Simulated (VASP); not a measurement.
# LiO3 (ReO3 type) (Pm-3m) in VASP: a series of runs, part 2 of 2

VASP 6.6.1.

## 4. Single point, PBE

This run uses another cell than the first one, of 11.52 Å³/atom.

Input file INCAR:

```
PREC     = Accurate       # precision mode
ENCUT    = 520            # plane-wave cutoff, eV
EDIFF    = 1E-6           # SCF threshold, eV
ISMEAR   = -1             # smearing method
SIGMA    = 0.06122561905347299 # smearing width, eV
LREAL    = F              # projectors in reciprocal space
LASPH    = T              # aspherical terms in the spheres
NELM     = 100            # most SCF steps
ALGO     = Normal         # electronic algorithm
ISIF     = 2              # what is computed and relaxed
LWAVE    = F              # write WAVECAR
LCHARG   = F              # write CHGCAR
GGA      = PE             # functional
NBANDS   = 18             # bands
```

Input file KPOINTS:

```
Automatic mesh
0
Gamma
  10 10 10
```

Input file POSCAR:

```
LiO3
1.0
    3.5847582681      0.0000000000      0.0000000000
    0.0000000000      3.5847582681      0.0000000000
    0.0000000000      0.0000000000      3.5847582681
Li O
1 3
Direct
    0.0000000000      0.0000000000      0.0000000000
    0.5000000000      0.0000000000      0.0000000000
    0.0000000000      0.5000000000      0.0000000000
    0.0000000000      0.0000000000      0.5000000000
```

Potentials or basis: VASP PAW PBE potentials, release 64 (Li_sv, O).

On the command line:

```console
$ cat potpaw_PBE.64/Li_sv/POTCAR potpaw_PBE.64/O/POTCAR > POTCAR
$ mpirun -np 1 vasp_std > vasp.out
```

OUTCAR:

```text
PREC = Accurate
   ENCUT = 520
   EDIFF = 1E-6
   ISMEAR = -1
   LREAL = F
   LASPH = T
   NELM = 100
   ISIF = 2
   GGA = PE

 ion  position               nearest neighbor table
   1  0.000  0.000  0.000-   2 1.79   3 1.79   4 1.79   4 1.79   3 1.79   2 1.79
   2  0.500  0.000  0.000-   1 1.79   1 1.79
   3  0.000  0.500  0.000-   1 1.79   1 1.79
   4  0.000  0.000  0.500-   1 1.79   1 1.79

  LATTYP: Found a simple cubic cell.
 ALAT       =     3.5847582681

  Lattice vectors:

 A1 = (   3.5847582681,   0.0000000000,   0.0000000000)
 A2 = (   0.0000000000,   3.5847582681,   0.0000000000)
 A3 = (   0.0000000000,   0.0000000000,   3.5847582681)

Analysis of symmetry for initial positions (statically):
=====================================================================
 Subroutine PRICEL returns:
 Original cell was already a primitive cell.

 Routine SETGRP: Setting up the symmetry group for a
 simple cubic supercell.

 Subroutine GETGRP returns: Found 48 space group operations
 (whereof 48 operations were pure point group operations)
 out of a pool of 48 trial point group operations.

The static configuration has the point symmetry O_h .

Analysis of symmetry for dynamics (positions and initial velocities):
=====================================================================
 Subroutine PRICEL returns:
 Original cell was already a primitive cell.

 Routine SETGRP: Setting up the symmetry group for a
 simple cubic supercell.

 Subroutine GETGRP returns: Found 48 space group operations
 (whereof 48 operations were pure point group operations)
 out of a pool of 48 trial point group operations.

The dynamic configuration has the point symmetry O_h .

 Subroutine INISYM returns: Found 48 space group operations
 (whereof 48 operations are pure point group operations),
 and found     1 'primitive' translations

----------------------------------------------------------------------------------------

                                     Primitive cell

  volume of cell :      46.0659

  direct lattice vectors                    reciprocal lattice vectors
     3.584758268  0.000000000  0.000000000     0.278958838  0.000000000  0.000000000
     0.000000000  3.584758268  0.000000000     0.000000000  0.278958838  0.000000000
     0.000000000  0.000000000  3.584758268     0.000000000  0.000000000  0.278958838

  length of vectors
     3.584758268  3.584758268  3.584758268     0.278958838  0.278958838  0.278958838

  position of ions in fractional coordinates (direct lattice)
     0.000000000  0.000000000  0.000000000
     0.500000000  0.000000000  0.000000000
     0.000000000  0.500000000  0.000000000
     0.000000000  0.000000000  0.500000000

  ion indices of the primitive-cell ions
   primitive index   ion index
                 1           1
                 2           2
                 3           3
                 4           4

----------------------------------------------------------------------------------------

 KPOINTS: Automatic mesh

Automatic generation of k-mesh.
 Grid dimensions read from file:
 generate k-points for:   10   10   10

 Generating k-lattice:

  Cartesian coordinates                     Fractional coordinates (reciprocal lattice)
     0.027895884  0.000000000  0.000000000     0.100000000  0.000000000  0.000000000
     0.000000000  0.027895884  0.000000000     0.000000000  0.100000000  0.000000000
     0.000000000  0.000000000  0.027895884     0.000000000  0.000000000  0.100000000

  Length of vectors
     0.027895884  0.027895884  0.027895884

  Shift w.r.t. Gamma in fractional coordinates (k-lattice)
     0.000000000  0.000000000  0.000000000

 Subroutine IBZKPT returns following result:
 ===========================================

 Found     56 irreducible k-points:

 Following reciprocal coordinates:
            Coordinates               Weight
  0.000000  0.000000  0.000000      1.000000
  0.100000  0.000000  0.000000      6.000000
  0.200000  0.000000  0.000000      6.000000
  0.300000  0.000000  0.000000      6.000000
  0.400000  0.000000  0.000000      6.000000
  0.500000  0.000000  0.000000      3.000000
[... 16 lines left out ...]
  0.200000  0.100000  0.100000     24.000000
  0.300000  0.100000  0.100000     24.000000
 [... further k-points ...]
   k-points           NKPTS =     56   k-points in BZ     NKDIM =     56   number of bands    NBANDS=     18
   number of dos      NEDOS =    301   number of ions     NIONS =      4
   total plane-waves  NPLWV =  21952
   dimension x,y,z NGX =    28 NGY =   28 NGZ =   28
   dimension x,y,z NGXF=    56 NGYF=   56 NGZF=   56
   ions per type =               1   3
   NGX,Y,Z   is equivalent  to a cutoff of  12.99, 12.99, 12.99 a.u.
   NGXF,Y,Z  is equivalent  to a cutoff of  25.97, 25.97, 25.97 a.u.
 SYSTEM =  unknown system
   PREC   = accura    normal or accurate (medium, high low for compatibility)
   ISTART =      0    job   : 0-new  1-cont  2-samecut
   ICHARG =      2    charge: 1-file 2-atom 10-const
   ISPIN  =      1    spin polarized calculation?
   LNONCOLLINEAR =      F non collinear calculations
   LSORBIT =      F    spin-orbit coupling
   LASPH  =      T    aspherical Exc in radial PAW
   ENCUT  =  520.0 eV  38.22 Ry    6.18 a.u.   6.67  6.67  6.67*2*pi/ulx,y,z
   NELM   =    100;   NELMIN=  2; NELMDL= -5     # of ELM steps
   EDIFF  = 0.1E-05   stopping-criterion for ELM
   LREAL  =      F    real-space projection
   EDIFFG = 0.1E-04   stopping-criterion for IOM
   NSW    =      0    number of steps for IOM
   IBRION =     -1    ionic relax: 0-MD 1-quasi-New 2-CG
   NFREE  =      0    steps in history (QN), initial steepest desc. (CG)
   ISIF   =      2    stress and relaxation
   ISYM   =      2    0-nonsym 1-usesym 2-fastsym
   POTIM  = 0.5000    time-step for ionic-motion
   TEBEG  =    0.0;   TEEND  =   0.0 temperature during run
   PSTRESS=    0.0 pullay stress
   NELECT =      21.0000    total number of electrons
   NUPDOWN=      -1.0000    fix difference up-down
   EMIN   =  10.00;   EMAX   =-10.00  energy-range for DOS
   EFERMI =   0.00;   METHOD = LEGACY
   ISMEAR =    -1;   SIGMA  =   0.06  broadening in eV -4-tet -1-fermi 0-gaus
   EFERMI_NEDOS =   21; number of points for ismear=-14 and -15
   IALGO  =     38    algorithm
   IMIX   =      4    mixing-type and parameters
     AMIX     =   0.40;   BMIX     =  1.00
     AMIX_MAG =   1.60;   BMIX_MAG =  1.00
  volume/ion in A,a.u.               =      11.52        77.72
  Fermi-wavevector in a.u.,A,eV,Ry     =   1.259954  2.380968 21.599035  1.587484
  Thomas-Fermi vector in A             =   2.393488
   LORBIT       =      0    0 simple, 1 ext, 2 COOP (PROOUT), +10 PAW based schemes
   GGA     = PE    functional components
   LHFCALC =     F    Hartree Fock is set to
   AEXX    =    0.0000 exact exchange contribution
   IVDW    =     0    specifies the selected vdW correction
   LEPSILON=     F    determine dielectric tensor
   LRPA    =     F    only Hartree local field effects (RPA)
 non-spin polarized calculation
  energy-cutoff  :      520.00
  volume of cell :       46.07
 maximum number of plane-waves:      1261
 NGX is ok and might be reduce to    28
   NGX = 13   NGY = 13   NGZ = 13

 number of electron      21.0000020 magnetization

 Free energy of the ion-electron system (eV)
  ---------------------------------------------------
  ext. energy  EPLUGINS =         0.00000000
  ---------------------------------------------------
  free energy    TOTEN  =       -12.32517549 eV

  energy without entropy =      -12.25109953  energy(sigma->0) =      -12.28813751

 E-fermi :  -2.1974     XC(G=0):  -8.9978

 val. band max:       -2.2016076094   @ k =   0.3000   0.3000   0.0000
 cond. band min:      -2.1934572760   @ k =   0.2000   0.2000   0.1000
 fundamental gap:      0.0081503333
 Fermi energy:        -2.1974008011

 k-point     1 :       0.0000    0.0000    0.0000
  band No.  band energies     occupation
      1     -43.1337      2.00000
      2     -19.4874      2.00000
      3     -17.5237      2.00000
      4     -17.5237      2.00000
      5      -5.5445      2.00000
      6      -5.5445      2.00000
[... 10 lines left out ...]
     17      18.0470      0.00000
     18      18.0763      0.00000
[... 463 lines left out ...]
 k-point    24 :       0.3000    0.1000    0.1000
  band No.  band energies     occupation
      1     -43.1297      2.00000
      2     -19.1372      2.00000
      3     -18.0185      2.00000
      4     -17.5895      2.00000
      5      -5.3234      2.00000
      6      -4.9434      2.00000
[... 10 lines left out ...]
     17      15.9662      0.00000
     18      17.8354      0.00000

 [... further k-points ...]
[... 5 lines left out ...]
  --------------------------------------------------------------------------------------
  -------------------------------------------------------------------------------------
  Total        0.0439812      0.0439812      0.0439812     -0.0000000     -0.0000000     -0.0000000
  in kB        1.5296700      1.5296700      1.5296700     -0.0000000     -0.0000000     -0.0000000
  external PRESSURE =       1.5296700 kB  Pullay stress =       0.0000000 kB

 VOLUME and BASIS-vectors are now :
 -----------------------------------------------------------------------------
  energy-cutoff  :      520.00
  volume of cell :       46.07
      direct lattice vectors                 reciprocal lattice vectors
     3.584758268  0.000000000  0.000000000     0.278958838  0.000000000  0.000000000
     0.000000000  3.584758268  0.000000000     0.000000000  0.278958838  0.000000000
     0.000000000  0.000000000  3.584758268     0.000000000  0.000000000  0.278958838

 POSITION                                       TOTAL-FORCE (eV/Angst)
 -----------------------------------------------------------------------------------
      0.00000      0.00000      0.00000         0.000000      0.000000      0.000000
      1.79238      0.00000      0.00000         0.000000      0.000000      0.000000
      0.00000      1.79238      0.00000         0.000000      0.000000      0.000000
      0.00000      0.00000      1.79238         0.000000      0.000000      0.000000
 -----------------------------------------------------------------------------------
    total drift:                               -0.000000      0.000000     -0.000000

  FREE ENERGIE OF THE ION-ELECTRON SYSTEM (eV)
  ---------------------------------------------------
  free  energy   TOTEN  =       -12.3251754872 eV

  energy  without entropy=      -12.2510995291  energy(sigma->0) =      -12.28813751
```

Run time: 54 s. Hardware: 1 thread of Intel Xeon 8259CL, shared host; peak memory 0.17 GiB.

What came out:

```yaml
Free_energy: -12.3252 eV
Band_gap_on_the_k_mesh: zero (an odd number of electrons rules out a gap without spin polarisation)
```

Levels at points of the mesh, in eV from the Fermi level:
```tsv
k point	band 7	band 8	band 9	band 10	band 11	band 12	band 13	band 14	band 15	band 16
(0.00, 0.00, 0.00)	-3.35	-0.22	-0.22	-0.22	0.42	0.42	0.42	9.53	17.41	17.41
(0.50, 0.00, 0.00)	-1.62	-1.12	-0.84	-0.84	-0.55	0.21	0.21	12.05	14.04	18.98
(0.50, 0.50, 0.00)	-1.98	-1.03	-1.03	-0.78	-0.78	0.19	0.85	12.98	15.49	15.49
(0.50, 0.50, 0.50)	-2.72	-2.72	0.21	0.21	0.87	0.87	0.87	11.68	16.20	16.20
```

Caveat: the cutoff is under 1.25 times the usual one of these potentials, so pressure, stress and relaxed cells hold a basis-set (Pulay) error; an odd number of electrons without spin polarisation forces a metal; a magnetic or distorted state may lie lower.

## 5. Single point, PBE

This run uses another cell than the first one, of 11.75 Å³/atom.

Input file INCAR:

```
SYSTEM = LiO3
  PREC = Accurate
  ENCUT = 520
  EDIFF = 1E-7
  ISMEAR = -1
  SIGMA = 0.06122561905347299
  LREAL = .False.
  LASPH = .True.
  NELM = 100
  ALGO = Normal
  ISIF = 2
  LWAVE = .False.
  LCHARG = .True.
  GGA = PE
  LELF = .True.
  LVHAR = .True.
  NBANDS = 18
```

Input file KPOINTS:

```
regular mesh
0
Gamma
  10 10 10
  0 0 0
```

Input file POSCAR:

```
LiO3
1.0
    3.6084990810      0.0000000000      0.0000000000
    0.0000000000      3.6084990810      0.0000000000
    0.0000000000      0.0000000000      3.6084990810
Li O
1 3
Direct
    0.0000000000      0.0000000000      0.0000000000
    0.5000000000      0.0000000000      0.0000000000
    0.0000000000      0.5000000000      0.0000000000
    0.0000000000      0.0000000000      0.5000000000
```

On the command line:

```console
$ cat potpaw_PBE.64/Li_sv/POTCAR potpaw_PBE.64/O/POTCAR > POTCAR
$ mpirun -np 1 vasp_std > vasp.out
```

Wall time 54 s (1 thread of Intel Xeon 8259CL, shared host); peak memory 0.17 GiB.

Results (log left out):

```yaml
Free_energy: -12.3247 eV
Band_gap_on_the_k_mesh: zero (an odd number of electrons rules out a gap without spin polarisation)
```

Levels at points of the mesh, in eV from the Fermi level:
```tsv
k point	band 9	band 10	band 11	band 12	band 13	band 14
(0.00, 0.00, 0.00)	-0.21	-0.21	0.41	0.41	0.41	9.47
(0.50, 0.00, 0.00)	-0.81	-0.81	-0.53	0.20	0.20	11.97
(0.50, 0.50, 0.00)	-1.00	-0.76	-0.76	0.18	0.83	12.92
(0.50, 0.50, 0.50)	0.20	0.20	0.84	0.84	0.84	11.68
```

Caveat: the cutoff is under 1.25 times the usual one of these potentials, so pressure, stress and relaxed cells hold a basis-set (Pulay) error; an odd number of electrons without spin polarisation forces a metal; a magnetic or distorted state may lie lower.

## 6. Overview

```csv
cell,gap on the mesh (eV)
"a = 3.561 Å, 4 atoms",none
"a = 3.585 Å, 4 atoms",none
"a = 3.608 Å, 4 atoms",none
```

Alike in all rows: task single point; level PBE; potentials or basis VASP PAW PBE potentials, release 64 (Li_sv, O); no spin polarisation; k mesh 10 × 10 × 10; cutoff (eV) 520; smearing fermi-dirac 0.0612256 eV.

Caveats: the cutoff is under 1.25 times the usual one of these potentials, so pressure, stress and relaxed cells hold a basis-set (Pulay) error; an odd number of electrons without spin polarisation forces a metal; a magnetic or distorted state may lie lower.

Absolute energies hang on the potentials; compare differences alone.
